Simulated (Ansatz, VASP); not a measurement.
Ir in VASP and in Ansatz

```xyz
1
Lattice="0.0000 1.9027 1.9027 1.9027 0.0000 1.9027 1.9027 1.9027 0.0000" Properties=species:S:1:pos:R:3 pbc="T T T"
Ir    0.0000    0.0000    0.0000
```

Alike in both runs: task single point; functional r2SCANh; k mesh 6 × 6 × 6; occupations fermi-dirac, width 0.05 eV; no spin polarisation.

|  | VASP | Ansatz |
| --- | --- | --- |
| version | VASP 6.6.1 | Ansatz 0.2.0 |
| potentials or method | VASP PAW PBE potentials, release 64 (Ir) | Ansatz PAW |
| plane-wave cutoff (eV) | 520 | 500 |
| valence electrons in the cell | 9 | 17 |

VASP gave:

```
gap on the k mesh at the Fermi level (eV) : none
pressure (GPa)                            : 11.9
```

Q: Estimate Ansatz's values.

A: gap on the k mesh at the Fermi level (eV): none; pressure (GPa): 8.7.

VASP's potentials were made for PBE, not for r2SCANh. A gap of «none» marks a metal or a gap that the smearing closes. With one functional, cell and mesh, what is left measures potentials, basis and numerics. VASP's potentials hold 9 valence electrons a cell and Ansatz's 17, so a difference there can come from the potentials and not from the codes.

The k mesh is coarse, so the values compare programs but aren't converged. Spin-orbit coupling is off throughout.
